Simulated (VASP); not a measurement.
Wanted: the native input for a VASP 6.6.1 run.

```
Task                   : single point
Functional             : LDA
Potentials or basis    : VASP PAW LDA potentials, release 64 (Rb_sv)
Cutoff                 : 520 eV
k mesh                 : 5 × 5 × 5
Occupations            : fermi-dirac, width 0.1 eV
Spin                   : no spin polarisation
Dipole correction      : no
Further INCAR settings : ALGO = Normal; EDIFF = 1e-06; NBANDS = 10
```

The structure of Rb lies in POSCAR:

```
Rb
1.0
   -2.6859347256      2.6859347256      2.6859347256
    2.6859347256     -2.6859347256      2.6859347256
    2.6859347256      2.6859347256     -2.6859347256
Rb
1
Direct
    0.0000000000      0.0000000000      0.0000000000
```

The input as run:

INCAR

```
SYSTEM = Rb
PREC = Accurate
ENCUT = 520
EDIFF = 1E-6
ISMEAR = -1
SIGMA = 0.1
LREAL = .FALSE.
LASPH = .TRUE.
NELM = 80
ALGO = Normal
ISIF = 2
LWAVE = .FALSE.
LCHARG = .FALSE.
NBANDS = 10
```

KPOINTS

```
Automatic mesh
0
G
  5 5 5
  0 0 0
```

Potentials or basis: VASP PAW LDA potentials, release 64 (Rb_sv).

Launch:

```bash
$ cat potpaw_LDA.64/Rb_sv/POTCAR > POTCAR
$ mpirun -np 1 vasp_std > vasp.out
```

It gave:

```json
{"Pressure": "0.0 GPa", "Band gap on the k mesh": "zero (an odd number of electrons rules out a gap without spin polarisation)"}
```

Wall time 12 s on 1 thread of AMD EPYC 7R13, with other jobs on the host, peak memory 0.13 GiB.
